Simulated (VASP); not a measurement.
Crystal: CaZn3.

```
Ca Zn
1.0
     4.33484    0.00000    0.00000
     0.00000    4.33484    0.00000
     0.00000    0.00000    4.33484
Ca Zn
1 3
Direct
  0.00000 0.00000 0.00000
  0.50000 0.50000 0.00000
  0.50000 0.00000 0.50000
  0.00000 0.50000 0.50000
```

* Program: VASP 6.6.1
* Task: relaxation of cell and atoms
* Functional: LDA
* Potentials or basis: VASP PAW LDA potentials, release 64 (Ca_sv, Zn)
* Cutoff: 600 eV
* k mesh: 5 × 5 × 5
* Occupations: methfessel-paxton, width 0.15 eV
* Spin: no spin polarisation

At the start: pressure -5.2 GPa; volume 20.36 Å³/atom.

Problem. How do energy, volume and symmetry change on relaxing?

Solution. Over 4 steps the energy falls by 39.9 meV/atom and the volume is 18.14 Å³/atom (-10.9 %); space group Pm-3m (No. 221, to 0.1 Å) before and after.

The path:
| step | energy change (eV) | largest force (eV/Å) | pressure (GPa) | volume (Å³) |
| --- | --- | --- | --- | --- |
| 1 | 0.0000 | 0.0000 | -5.15 | 81.46 |
| 2 | -0.1547 | 0.0000 | -0.94 | 73.97 |
| 3 | -0.1592 | 0.0000 | -0.23 | 72.90 |
| 4 | -0.1595 | 0.0000 | -0.01 | 72.56 |

Final structure:
```xyz
4
Lattice="4.1708 0.0000 0.0000 0.0000 4.1708 0.0000 0.0000 0.0000 4.1708" Properties=species:S:1:pos:R:3 pbc="T T T"
Ca    0.0000    0.0000    0.0000
Zn    2.0854    2.0854    0.0000
Zn    2.0854    0.0000    2.0854
Zn    0.0000    2.0854    2.0854
```
